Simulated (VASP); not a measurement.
A run of VASP 6.6.1:

The input INCAR:

```
SYSTEM = GaSb
ALGO = Normal
EDIFF = 1E-8
ENCUT = 600
GGA = PS
IBRION = 6
ISIF = 3
ISMEAR = 0
LASPH = .TRUE.
LCHARG = .FALSE.
LREAL = .FALSE.
LWAVE = .FALSE.
NBANDS = 16
NELM = 100
NFREE = 2
NSW = 1
POTIM = 0.015
PREC = Accurate
SIGMA = 0.01
```

File KPOINTS:

```
k-points
0
G
  12 12 12
  0 0 0
```

File POSCAR:

```
GaSb
1.0
    0.0000000000      2.7461250897      2.7461250897
    2.7461250897      0.0000000000      2.7461250897
    2.7461250897      2.7461250897      0.0000000000
Ga Sb
1 1
Direct
    0.0000000000      0.0000000000      0.0000000000
    0.7500000000      0.7500000000      0.7500000000
```

Potentials or basis: VASP PAW PBE potentials, release 64 (Ga_d, Sb).

The run is started by

```console
$ cat potpaw_PBE.64/Ga_d/POTCAR potpaw_PBE.64/Sb/POTCAR > POTCAR
$ mpirun -np 1 vasp_std > vasp.out
```

Hardware: 1 thread of Intel(R) Xeon(R) 6975P-C (Granite Rapids) (shared host).

Estimate the wall time of this run.

Run time: 15 min on 1 thread of Intel(R) Xeon(R) 6975P-C (Granite Rapids), with other jobs on the host, peak memory 0.69 GiB. Counts: scf iterations 171, k points 72.
